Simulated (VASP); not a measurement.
# Pd (Fm-3m) in VASP: further runs, part 2 of 2

VASP 6.6.1.

## Step 5: Electric field gradients, PBE (volume scaled by 0.96)

Input file INCAR:

```
SYSTEM = Pd
ALGO     = Normal         ! electronic algorithm
EDIFF    = 1E-8           ! SCF threshold, eV
ENCUT    = 520            ! plane-wave cutoff, eV
GGA      = PE             ! functional
ISIF     = 2              ! what is computed and relaxed
ISMEAR   = -1             ! smearing method
LASPH    = .TRUE.         ! aspherical terms in the spheres
LCHARG   = .FALSE.        ! write CHGCAR
LEFG     = .TRUE.       
LREAL    = .FALSE.        ! projectors in reciprocal space
LWAVE    = .FALSE.        ! write WAVECAR
NBANDS   = 11             ! bands
NELM     = 60             ! most SCF steps
PREC     = Accurate       ! precision mode
SIGMA    = 0.05           ! smearing width, eV
```

Input file KPOINTS:

```
k-points
0
G
  18 18 18
  0 0 0
```

Input file POSCAR:

```
Pd
1.0
    0.0000000000      1.9186143454      1.9186143454
    1.9186143454      0.0000000000      1.9186143454
    1.9186143454      1.9186143454      0.0000000000
Pd
1
Direct
    0.0000000000      0.0000000000      0.0000000000
```

Potentials or basis: VASP PAW PBE potentials, release 64 (Pd).

Launch:

```sh
$ cat potpaw_PBE.64/Pd/POTCAR > POTCAR
$ mpirun -np 1 vasp_std > vasp.out
```

OUTCAR:

```text
SYSTEM = Pd
   EDIFF = 1E-8
   ENCUT = 520
   GGA = PE
   ISIF = 2
   ISMEAR = -1
   LASPH = .TRUE.
   LREAL = .FALSE.
   NELM = 60
   PREC = Accurate

 ion  position               nearest neighbor table
   1  0.000  0.000  0.000-

  LATTYP: Found a face centered cubic cell.
 ALAT       =     3.8372286908

  Lattice vectors:

 A1 = (   0.0000000000,   1.9186143454,   1.9186143454)
 A2 = (   1.9186143454,   0.0000000000,   1.9186143454)
 A3 = (   1.9186143454,   1.9186143454,   0.0000000000)

Analysis of symmetry for initial positions (statically):
=====================================================================
 Subroutine PRICEL returns:
 Original cell was already a primitive cell.

 Routine SETGRP: Setting up the symmetry group for a
 face centered cubic supercell.

 Subroutine GETGRP returns: Found 48 space group operations
 (whereof 48 operations were pure point group operations)
 out of a pool of 48 trial point group operations.

The static configuration has the point symmetry O_h .

Analysis of symmetry for dynamics (positions and initial velocities):
=====================================================================
 Subroutine PRICEL returns:
 Original cell was already a primitive cell.

 Routine SETGRP: Setting up the symmetry group for a
 face centered cubic supercell.

 Subroutine GETGRP returns: Found 48 space group operations
 (whereof 48 operations were pure point group operations)
 out of a pool of 48 trial point group operations.

The dynamic configuration has the point symmetry O_h .

 Subroutine INISYM returns: Found 48 space group operations
 (whereof 48 operations are pure point group operations),
 and found     1 'primitive' translations

----------------------------------------------------------------------------------------

                                     Primitive cell

  volume of cell :      14.1251

  direct lattice vectors                    reciprocal lattice vectors
     0.000000000  1.918614345  1.918614345    -0.260604744  0.260604744  0.260604744
     1.918614345  0.000000000  1.918614345     0.260604744 -0.260604744  0.260604744
     1.918614345  1.918614345  0.000000000     0.260604744  0.260604744 -0.260604744

  length of vectors
     2.713330428  2.713330428  2.713330428     0.451380657  0.451380657  0.451380657

  position of ions in fractional coordinates (direct lattice)
     0.000000000  0.000000000  0.000000000

  ion indices of the primitive-cell ions
   primitive index   ion index
                 1           1

----------------------------------------------------------------------------------------

 KPOINTS: k-points

Automatic generation of k-mesh.
 Grid dimensions read from file:
 generate k-points for:   18   18   18
[... 70 lines left out ...]
   ISIF   =      2    stress and relaxation
   ISYM   =      2    0-nonsym 1-usesym 2-fastsym
   POTIM  = 0.5000    time-step for ionic-motion
   TEBEG  =    0.0;   TEEND  =   0.0 temperature during run
   PSTRESS=    0.0 pullay stress
   NELECT =      10.0000    total number of electrons
   NUPDOWN=      -1.0000    fix difference up-down
   EMIN   =  10.00;   EMAX   =-10.00  energy-range for DOS
   EFERMI =   0.00;   METHOD = LEGACY
   ISMEAR =    -1;   SIGMA  =   0.05  broadening in eV -4-tet -1-fermi 0-gaus
   EFERMI_NEDOS =   21; number of points for ismear=-14 and -15
   IALGO  =     38    algorithm
   IMIX   =      4    mixing-type and parameters
     AMIX     =   0.40;   BMIX     =  1.00
     AMIX_MAG =   1.60;   BMIX_MAG =  1.00
  volume/ion in A,a.u.               =      14.13        95.32
  Fermi-wavevector in a.u.,A,eV,Ry     =   1.459073  2.757249 28.965378  2.128895
  Thomas-Fermi vector in A             =   2.575683
   LORBIT       =      0    0 simple, 1 ext, 2 COOP (PROOUT), +10 PAW based schemes
   GGA     = PE    functional components
   LHFCALC =     F    Hartree Fock is set to
   AEXX    =    0.0000 exact exchange contribution
   IVDW    =     0    specifies the selected vdW correction
   LEPSILON=     F    determine dielectric tensor
   LRPA    =     F    only Hartree local field effects (RPA)
 non-spin polarized calculation
  energy-cutoff  :      520.00
  volume of cell :       14.13
 maximum number of plane-waves:       392
   NGX =  9   NGY =  9   NGZ =  9

 number of electron      10.0000005 magnetization

 Free energy of the ion-electron system (eV)
  ---------------------------------------------------
  ext. energy  EPLUGINS =         0.00000000
  ---------------------------------------------------
  free energy    TOTEN  =        -5.17318258 eV

  energy without entropy =       -5.15612588  energy(sigma->0) =       -5.16465423

 E-fermi :  10.5375     XC(G=0): -13.4575

 val. band max:       10.5358846331   @ k =   0.4444   0.1667   0.0000
 cond. band min:      10.5375037608   @ k =   0.5000   0.4444   0.0000
 fundamental gap:      0.0016191277
 Fermi energy:        10.5374632518

 k-point     1 :       0.0000    0.0000    0.0000
  band No.  band energies     occupation
      1       3.0525      2.00000
      2       7.4901      2.00000
      3       7.4901      2.00000
      4       7.4901      2.00000
      5       9.2190      2.00000
      6       9.2190      2.00000
      7      27.7368      0.00000
      8      32.7643      0.00000
      9      32.7643      0.00000
     10      32.7643      0.00000
     11      36.5909      0.00000
[... 309 lines left out ...]
 k-point    24 :      -0.2222    0.0556    0.0000
  band No.  band energies     occupation
      1       4.8075      2.00000
      2       7.2546      2.00000
      3       7.8349      2.00000
      4       7.8714      2.00000
      5       9.0852      2.00000
      6       9.6520      2.00000
      7      25.8282      0.00000
      8      28.9281      0.00000
      9      33.2714      0.00000
     10      35.5343      0.00000
     11      36.0007      0.00000

 [... further k-points ...]

------------------------ aborting loop because EDIFF is reached ----------------------------------------

  FORCE on cell =-STRESS in cart. coord.  units (eV):
  Direction    XX          YY          ZZ          XY          YZ          ZX
  --------------------------------------------------------------------------------------
  -------------------------------------------------------------------------------------
  Total        1.4702886      1.4702886      1.4702886      0.0000000      0.0000000      0.0000000
  in kB      166.7708387    166.7708387    166.7708387      0.0000000      0.0000000      0.0000000
  external PRESSURE =     166.7708387 kB  Pullay stress =       0.0000000 kB

 VOLUME and BASIS-vectors are now :
 -----------------------------------------------------------------------------
  energy-cutoff  :      520.00
  volume of cell :       14.13
      direct lattice vectors                 reciprocal lattice vectors
     0.000000000  1.918614345  1.918614345    -0.260604744  0.260604744  0.260604744
     1.918614345  0.000000000  1.918614345     0.260604744 -0.260604744  0.260604744
     1.918614345  1.918614345  0.000000000     0.260604744  0.260604744 -0.260604744

 POSITION                                       TOTAL-FORCE (eV/Angst)
 -----------------------------------------------------------------------------------
      0.00000      0.00000      0.00000         0.000000      0.000000     -0.000000
 -----------------------------------------------------------------------------------
    total drift:                               -0.000000     -0.000000     -0.000000

  FREE ENERGIE OF THE ION-ELECTRON SYSTEM (eV)
  ---------------------------------------------------
  free  energy   TOTEN  =        -5.1731825784 eV

  energy  without entropy=       -5.1561258807  energy(sigma->0) =       -5.16465423

 Electric field gradients (V/A^2)
---------------------------------------------------------------------
 ion       V_xx      V_yy      V_zz      V_xy      V_xz      V_yz
---------------------------------------------------------------------
   1       0.000    -0.000    -0.000     0.000     0.000     0.000
---------------------------------------------------------------------

 Electric field gradients after diagonalization (V/A^2)
 (convention: |V_zz| > |V_xx| > |V_yy|)
----------------------------------------------------------------------
 ion       V_xx      V_yy      V_zz     asymmetry (V_yy - V_xx)/ V_zz
----------------------------------------------------------------------
   1      -0.000    -0.000     0.001       0.000
----------------------------------------------------------------------

           NMR quadrupolar parameters

 Cq : quadrupolar parameter    Cq=e*Q*V_zz/h
 eta: asymmetry parameters     (V_yy - V_xx)/ V_zz
 Q  : nuclear electric quadrupole moment in mb (millibarn)
----------------------------------------------------------------------
 ion       Cq(MHz)       eta       Q (mb)
----------------------------------------------------------------------
   1       0.000       0.000       1.000
----------------------------------------------------------------------
```

Run time: 55 s. Hardware: 1 thread of AMD EPYC 7R13, shared host; peak memory 0.12 GiB.

What came out:

| Item | Value |
| --- | --- |
| Free energy | -5.1732 eV |
| Pressure | 16.7 GPa |
| Band gap on the k mesh | zero (band 5 reaches 10.85 eV, above the bottom of band 6 at 9.15 eV) |

Levels at points of the mesh, in eV from the Fermi level:
```tsv
k point	band 1	band 2	band 3	band 4	band 5	band 6	band 7	band 8	band 9	band 10
(0.00, 0.00, 0.00)	-7.48	-3.05	-3.05	-3.05	-1.32	-1.32	17.20	22.23	22.23	22.23
(0.50, 0.00, 0.00)	-5.65	-3.10	-3.10	-0.03	-0.03	0.92	7.68	16.57	21.53	21.53
(0.50, 0.50, 0.00)	-5.78	-5.47	-0.06	0.31	0.31	3.35	11.23	13.45	13.45	22.22
```

Caveat: without QUAD_EFG the Cq values of the log hold for a quadrupole moment of 1 mb, not for the nuclei.

## Step 6: Overview

| task | level | cell | k mesh for the DOS | occupations for the DOS | gap on the mesh (eV) | pressure (GPa) |
| --- | --- | --- | --- | --- | --- | --- |
| electric field gradients | r2SCAN | a = 2.751 Å, angles 60.0°, 1 atom | - | - | none | 3.4 |
| density of states | PBE | a = 2.751 Å, angles 60.0°, 1 atom | 27 × 27 × 27 | tetrahedron | - | - |
| electric field gradients | PBE | a = 2.713 Å, angles 60.0°, 1 atom | - | - | none | 16.7 |

Alike in all rows: potentials or basis VASP PAW PBE potentials, release 64 (Pd); no spin polarisation; k mesh 18 × 18 × 18; cutoff (eV) 520; smearing fermi-dirac 0.05 eV.

Caveats: the PAW data sets were made with another functional, which shifts forces and pressure a little (some runs).

Total energies depend on the potentials used, so only differences within one code and one set of settings carry meaning.
